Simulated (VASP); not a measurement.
# CsPbBr3 (Pm-3m) in VASP: single point with PBEsol

Aim: the single point of CsPbBr3 with PBEsol.

All numbers are computed with VASP 6.6.1; they aren't measurements. Logs are shortened: lines on timing, memory, paths and dates and some standing lists are left out, and cuts for length are marked.

## 1. The cell of the first run

The structure is cubic, space group Pm-3m (No. 221). Conventional cell: a = 6.164 Å, b = 6.164 Å, c = 6.164 Å, α = 90.00°, β = 90.00°, γ = 90.00°. Within 5.7 Å of Cs (site symmetry m-3m) lie 12 Br at 4.36 Å and 8 Pb at 5.34 Å. Pb (site symmetry m-3m) has 6 Br at 3.08 Å within 4.1 Å. Br (site symmetry 4/mmm) has 2 Pb at 3.08 Å within 4.1 Å.

## 2. Single point, PBEsol (strain +0.050 along x and y, +0.050 along z)

INCAR reads:

```
  PREC = Accurate
  ENCUT = 520
  EDIFF = 1E-7
  ISMEAR = 0
  SIGMA = 0.05
  LREAL = False
  LASPH = True
  NELM = 100
  ALGO = Normal
  ISIF = 2
  LWAVE = False
  LCHARG = False
  GGA = PS
  NBANDS = 30
```

KPOINTS reads:

```
regular mesh
0
Gamma
  6 6 6
```

POSCAR reads:

```
CsPbBr3
1.0
    6.1635000000      0.0000000000      0.0000000000
    0.0000000000      6.1635000000      0.0000000000
    0.0000000000      0.0000000000      6.1635000000
Cs Pb Br
1 1 3
Direct
    0.0000000000      0.0000000000      0.0000000000
    0.5000000000      0.5000000000      0.5000000000
    0.0000000000      0.5000000000      0.5000000000
    0.5000000000      0.0000000000      0.5000000000
    0.5000000000      0.5000000000      0.0000000000
```

Potentials or basis: VASP PAW PBE potentials, release 64 (Cs_sv, Pb_d, Br).

Command:

```sh
$ cat potpaw_PBE.64/Cs_sv/POTCAR potpaw_PBE.64/Pb_d/POTCAR potpaw_PBE.64/Br/POTCAR > POTCAR
$ mpirun -np 1 vasp_std > vasp.out
```

OUTCAR:

```text
PREC = Accurate
   ENCUT = 520
   EDIFF = 1E-7
   ISMEAR = 0
   LREAL = False
   LASPH = True
   NELM = 100
   ISIF = 2
   GGA = PS

 ion  position               nearest neighbor table
   1  0.000  0.000  0.000-
   2  0.500  0.500  0.500-   3 3.08   4 3.08   5 3.08   5 3.08   4 3.08   3 3.08
   3  0.000  0.500  0.500-   2 3.08   2 3.08
   4  0.500  0.000  0.500-   2 3.08   2 3.08
   5  0.500  0.500  0.000-   2 3.08   2 3.08

  LATTYP: Found a simple cubic cell.
 ALAT       =     6.1635000000

  Lattice vectors:

 A1 = (   6.1635000000,   0.0000000000,   0.0000000000)
 A2 = (   0.0000000000,   6.1635000000,   0.0000000000)
 A3 = (   0.0000000000,   0.0000000000,   6.1635000000)

Analysis of symmetry for initial positions (statically):
=====================================================================
 Subroutine PRICEL returns:
 Original cell was already a primitive cell.

 Routine SETGRP: Setting up the symmetry group for a
 simple cubic supercell.

 Subroutine GETGRP returns: Found 48 space group operations
 (whereof 48 operations were pure point group operations)
 out of a pool of 48 trial point group operations.

The static configuration has the point symmetry O_h .

Analysis of symmetry for dynamics (positions and initial velocities):
=====================================================================
 Subroutine PRICEL returns:
 Original cell was already a primitive cell.

 Routine SETGRP: Setting up the symmetry group for a
 simple cubic supercell.

 Subroutine GETGRP returns: Found 48 space group operations
 (whereof 48 operations were pure point group operations)
 out of a pool of 48 trial point group operations.

The dynamic configuration has the point symmetry O_h .

 Subroutine INISYM returns: Found 48 space group operations
 (whereof 48 operations are pure point group operations),
 and found     1 'primitive' translations

----------------------------------------------------------------------------------------

                                     Primitive cell

  volume of cell :     234.1436

  direct lattice vectors                    reciprocal lattice vectors
     6.163500000  0.000000000  0.000000000     0.162245477  0.000000000  0.000000000
     0.000000000  6.163500000  0.000000000     0.000000000  0.162245477  0.000000000
     0.000000000  0.000000000  6.163500000     0.000000000  0.000000000  0.162245477

  length of vectors
     6.163500000  6.163500000  6.163500000     0.162245477  0.162245477  0.162245477

  position of ions in fractional coordinates (direct lattice)
     0.000000000  0.000000000  0.000000000
     0.500000000  0.500000000  0.500000000
     0.000000000  0.500000000  0.500000000
     0.500000000  0.000000000  0.500000000
     0.500000000  0.500000000  0.000000000

  ion indices of the primitive-cell ions
   primitive index   ion index
                 1           1
                 2           2
                 3           3
                 4           4
                 5           5

----------------------------------------------------------------------------------------

 KPOINTS: regular mesh

Automatic generation of k-mesh.
 Grid dimensions read from file:
 generate k-points for:    6    6    6

 Generating k-lattice:

  Cartesian coordinates                     Fractional coordinates (reciprocal lattice)
     0.027040913  0.000000000  0.000000000     0.166666667  0.000000000  0.000000000
     0.000000000  0.027040913  0.000000000     0.000000000  0.166666667  0.000000000
     0.000000000  0.000000000  0.027040913     0.000000000  0.000000000  0.166666667

  Length of vectors
     0.027040913  0.027040913  0.027040913

  Shift w.r.t. Gamma in fractional coordinates (k-lattice)
     0.000000000  0.000000000  0.000000000

 Subroutine IBZKPT returns following result:
 ===========================================

 Found     20 irreducible k-points:

 Following reciprocal coordinates:
            Coordinates               Weight
  0.000000  0.000000  0.000000      1.000000
  0.166667  0.000000  0.000000      6.000000
  0.333333  0.000000  0.000000      6.000000
  0.500000  0.000000  0.000000      3.000000
  0.166667  0.166667  0.000000     12.000000
  0.333333  0.166667  0.000000     24.000000
[... 12 lines left out ...]
  0.500000  0.500000  0.333333      6.000000
  0.500000  0.500000  0.500000      1.000000
   k-points           NKPTS =     20   k-points in BZ     NKDIM =     20   number of bands    NBANDS=     30
   number of dos      NEDOS =    301   number of ions     NIONS =      5
   total plane-waves  NPLWV = 110592
   dimension x,y,z NGX =    48 NGY =   48 NGZ =   48
   dimension x,y,z NGXF=    96 NGYF=   96 NGZF=   96
   ions per type =               1   1   3
   NGX,Y,Z   is equivalent  to a cutoff of  12.95, 12.95, 12.95 a.u.
   NGXF,Y,Z  is equivalent  to a cutoff of  25.89, 25.89, 25.89 a.u.
 SYSTEM =  unknown system
   PREC   = accura    normal or accurate (medium, high low for compatibility)
   ISTART =      0    job   : 0-new  1-cont  2-samecut
   ICHARG =      2    charge: 1-file 2-atom 10-const
   ISPIN  =      1    spin polarized calculation?
   LNONCOLLINEAR =      F non collinear calculations
   LSORBIT =      F    spin-orbit coupling
   LASPH  =      T    aspherical Exc in radial PAW
   ENCUT  =  520.0 eV  38.22 Ry    6.18 a.u.  11.46 11.46 11.46*2*pi/ulx,y,z
   NELM   =    100;   NELMIN=  2; NELMDL= -5     # of ELM steps
   EDIFF  = 0.1E-06   stopping-criterion for ELM
   LREAL  =      F    real-space projection
   EDIFFG = 0.1E-05   stopping-criterion for IOM
   NSW    =      0    number of steps for IOM
   IBRION =     -1    ionic relax: 0-MD 1-quasi-New 2-CG
   NFREE  =      0    steps in history (QN), initial steepest desc. (CG)
   ISIF   =      2    stress and relaxation
   ISYM   =      2    0-nonsym 1-usesym 2-fastsym
   POTIM  = 0.5000    time-step for ionic-motion
   TEBEG  =    0.0;   TEEND  =   0.0 temperature during run
   PSTRESS=    0.0 pullay stress
   NELECT =      44.0000    total number of electrons
   NUPDOWN=      -1.0000    fix difference up-down
   EMIN   =  10.00;   EMAX   =-10.00  energy-range for DOS
   EFERMI =   0.00;   METHOD = LEGACY
   ISMEAR =     0;   SIGMA  =   0.05  broadening in eV -4-tet -1-fermi 0-gaus
   EFERMI_NEDOS =   21; number of points for ismear=-14 and -15
   IALGO  =     38    algorithm
   IMIX   =      4    mixing-type and parameters
     AMIX     =   0.40;   BMIX     =  1.00
     AMIX_MAG =   1.60;   BMIX_MAG =  1.00
  volume/ion in A,a.u.               =      46.83       316.02
  Fermi-wavevector in a.u.,A,eV,Ry     =   0.937702  1.772000 11.963407  0.879286
  Thomas-Fermi vector in A             =   2.064840
   LORBIT       =      0    0 simple, 1 ext, 2 COOP (PROOUT), +10 PAW based schemes
   GGA     = PS    functional components
   LHFCALC =     F    Hartree Fock is set to
   AEXX    =    0.0000 exact exchange contribution
   IVDW    =     0    specifies the selected vdW correction
   LEPSILON=     F    determine dielectric tensor
   LRPA    =     F    only Hartree local field effects (RPA)
 non-spin polarized calculation
 Gauss-broadening in eV      SIGMA  =   0.05
  energy-cutoff  :      520.00
  volume of cell :      234.14
 maximum number of plane-waves:      6382
 NGX is ok and might be reduce to    48
   NGX = 23   NGY = 23   NGZ = 23

 number of electron      44.0000010 magnetization

 Free energy of the ion-electron system (eV)
  ---------------------------------------------------
  ext. energy  EPLUGINS =         0.00000000
  ---------------------------------------------------
  free energy    TOTEN  =       -16.55958392 eV

  energy without entropy =      -16.55958392  energy(sigma->0) =      -16.55958392

 E-fermi :  -0.0987     XC(G=0):  -7.1941

 val. band max:       -0.3283698381   @ k =   0.5000   0.5000   0.5000
 cond. band min:       1.5880948983   @ k =   0.5000   0.5000   0.5000
 fundamental gap:      1.9164647363
 Fermi energy:        -0.0986953050

 k-point     1 :       0.0000    0.0000    0.0000
  band No.  band energies     occupation
      1     -21.2374      2.00000
      2     -16.6909      2.00000
      3     -16.6909      2.00000
      4     -16.6239      2.00000
      5     -16.6239      2.00000
      6     -16.6239      2.00000
[... 22 lines left out ...]
     29       5.2431      0.00000
     30       5.2431      0.00000

 k-point     2 :       0.1667    0.0000    0.0000
  band No.  band energies     occupation
      1     -21.2373      2.00000
      2     -16.6909      2.00000
      3     -16.6842      2.00000
      4     -16.6240      2.00000
      5     -16.6240      2.00000
      6     -16.6239      2.00000
[... 22 lines left out ...]
     29       5.3250      0.00000
     30       5.5717      0.00000

 k-point     3 :       0.3333    0.0000    0.0000
  band No.  band energies     occupation
      1     -21.2371      2.00000
      2     -16.6909      2.00000
      3     -16.6708      2.00000
      4     -16.6242      2.00000
      5     -16.6242      2.00000
      6     -16.6239      2.00000
[... 22 lines left out ...]
     29       5.5470      0.00000
     30       6.0754      0.00000

 k-point     4 :       0.5000    0.0000    0.0000
  band No.  band energies     occupation
      1     -21.2370      2.00000
      2     -16.6909      2.00000
      3     -16.6641      2.00000
      4     -16.6243      2.00000
      5     -16.6243      2.00000
      6     -16.6239      2.00000
[... 484 lines left out ...]
     29       5.6672      0.00000
     30       6.1928      0.00000

 k-point    19 :       0.5000    0.5000    0.3333
  band No.  band energies     occupation
      1     -21.2364      2.00000
      2     -16.6567      2.00000
      3     -16.6496      2.00000
      4     -16.6247      2.00000
      5     -16.6246      2.00000
      6     -16.6246      2.00000
[... 22 lines left out ...]
     29       5.5284      0.00000
     30       6.3299      0.00000

 k-point    20 :       0.5000    0.5000    0.5000
  band No.  band energies     occupation
      1     -21.2363      2.00000
      2     -16.6496      2.00000
      3     -16.6496      2.00000
      4     -16.6247      2.00000
      5     -16.6247      2.00000
      6     -16.6247      2.00000
[... 22 lines left out ...]
     29       5.4335      0.00000
     30       6.5624      0.00000

------------------------ aborting loop because EDIFF is reached ----------------------------------------

  FORCE on cell =-STRESS in cart. coord.  units (eV):
  Direction    XX          YY          ZZ          XY          YZ          ZX
  --------------------------------------------------------------------------------------
  -------------------------------------------------------------------------------------
  Total       -3.2352456     -3.2352456     -3.2352456     -0.0000000      0.0000000     -0.0000000
  in kB      -22.1378598    -22.1378598    -22.1378598     -0.0000000      0.0000000     -0.0000000
  external PRESSURE =     -22.1378598 kB  Pullay stress =       0.0000000 kB

 VOLUME and BASIS-vectors are now :
 -----------------------------------------------------------------------------
  energy-cutoff  :      520.00
  volume of cell :      234.14
      direct lattice vectors                 reciprocal lattice vectors
     6.163500000  0.000000000  0.000000000     0.162245477  0.000000000  0.000000000
     0.000000000  6.163500000  0.000000000     0.000000000  0.162245477  0.000000000
     0.000000000  0.000000000  6.163500000     0.000000000  0.000000000  0.162245477

 POSITION                                       TOTAL-FORCE (eV/Angst)
 -----------------------------------------------------------------------------------
      0.00000      0.00000      0.00000         0.000000      0.000000      0.000000
      3.08175      3.08175      3.08175         0.000000      0.000000      0.000000
      0.00000      3.08175      3.08175         0.000000      0.000000      0.000000
      3.08175      0.00000      3.08175         0.000000      0.000000      0.000000
      3.08175      3.08175      0.00000         0.000000      0.000000      0.000000
 -----------------------------------------------------------------------------------
    total drift:                                0.000000     -0.000000     -0.000000

  FREE ENERGIE OF THE ION-ELECTRON SYSTEM (eV)
  ---------------------------------------------------
  free  energy   TOTEN  =       -16.5595839159 eV

  energy  without entropy=      -16.5595839159  energy(sigma->0) =      -16.55958392
```

Wall time 1.7 min (1 thread of AMD EPYC 7R43 (Zen 3), shared host); peak memory 0.36 GiB.

What came out:

```
Free energy            : -16.5596 eV
Pressure               : -2.2 GPa
Band gap on the k mesh : 1.92 eV, direct
```

Levels at points of the mesh, in eV from the valence-band top:
| k point | band 20 | band 21 | band 22 | band 23 | band 24 | band 25 |
| --- | --- | --- | --- | --- | --- | --- |
| (0.00, 0.00, 0.00) | -1.19 | -1.19 | -1.19 | 3.53 | 4.89 | 4.89 |
| (0.50, 0.00, 0.00) | -1.25 | -1.25 | -0.96 | 2.71 | 4.88 | 5.16 |
| (0.50, 0.50, 0.00) | -1.42 | -0.88 | -0.48 | 2.34 | 2.34 | 4.83 |
| (0.50, 0.50, 0.50) | -0.88 | -0.88 | 0.00 | 1.92 | 1.92 | 1.92 |

Caveat: the cell differs from its parent crystal (strain +0.050 along x and y, +0.050 along z); the PAW data sets were made with another functional, which shifts forces and pressure a little; spin-orbit coupling is left out, which moves the levels of the heavy elements. A k mesh can miss the band edges.
